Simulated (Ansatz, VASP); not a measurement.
**One calculation of Br, two programs**

```
Br
1.0
    -1.47685    1.43590    3.55982
     1.45216   -1.51327    3.58078
     1.47208    1.50850   -3.59060
Br
1
Direct
  0.00000 0.00000 0.00000
```

Change from the starting cell: volume scaled by 1.06.

Alike in both runs: task single point; functional BLYP; k mesh 13 × 13 × 13; occupations tetrahedron; no spin polarisation.

|  | VASP | Ansatz |
| --- | --- | --- |
| version | VASP 6.6.1 | Ansatz 0.2.0 |
| potentials or method | VASP PAW PBE potentials, release 64 (Br), cutoff 520 eV | all-electron LAPW, scalar-relativistic |

Ansatz gave:

| Item | Value |
| --- | --- |
| gap on the k mesh at the Fermi level (eV) | none |
| pressure (GPa) | 1.2 |
| traceless stress, the component that is largest in VASP (GPa) | 1.59 |

Q: Estimate VASP's values.

A: gap on the k mesh at the Fermi level (eV): none; pressure (GPa): 1.3; traceless stress, the component that is largest in VASP (GPa): 1.54.

VASP's potentials were made for PBE, not for BLYP. A gap of «none» marks a metal or a gap that the smearing closes. Ansatz ran all-electron here, and VASP with PAW potentials.
